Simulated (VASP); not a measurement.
AgCl: single point with PBE

The system is AgCl.

```xyz
2
Lattice="3.4340 0.0000 0.0000 0.0000 3.4340 0.0000 0.0000 0.0000 3.4340" Properties=species:S:1:pos:R:3 pbc="T T T"
Ag    0.0000    0.0000    0.0000
Cl    1.7170    1.7170    1.7170
```

| Quantity | Value |
| --- | --- |
| Program | VASP 6.6.1 |
| Task | single point |
| Functional | PBE |
| Potentials or basis | VASP PAW PBE potentials, release 64 (Ag, Cl) |
| Cutoff | 520 eV |
| k mesh | 12 × 12 × 12 |
| Occupations | gaussian, width 0.02 eV |
| Spin | no spin polarisation |

```yaml
Pressure: -0.3 GPa
Band_gap_on_the_k_mesh: 0.57 eV, indirect (least direct gap 2.08 eV)
```

Levels at points of the mesh, in eV from the valence-band top:
| k point | band 7 | band 8 | band 9 | band 10 | band 11 | band 12 |
| --- | --- | --- | --- | --- | --- | --- |
| (0.00, 0.00, 0.00) | -1.50 | -1.50 | -1.50 | 0.57 | 9.44 | 9.44 |
| (0.50, 0.00, 0.00) | -1.42 | 0.00 | 0.00 | 4.91 | 5.51 | 9.43 |
| (0.50, 0.50, 0.00) | -2.06 | -1.48 | -0.88 | 2.81 | 8.93 | 8.93 |
| (0.50, 0.50, 0.50) | -0.17 | -0.17 | -0.17 | 4.80 | 4.80 | 4.80 |

It took 39 s on 1 thread of Intel(R) Xeon(R) Platinum 8488C (Sapphire Rapids), with other jobs on the host, peak memory 0.19 GiB.

A k mesh can miss the band edges. As with any semilocal functional, this PBE gap is likely too small.
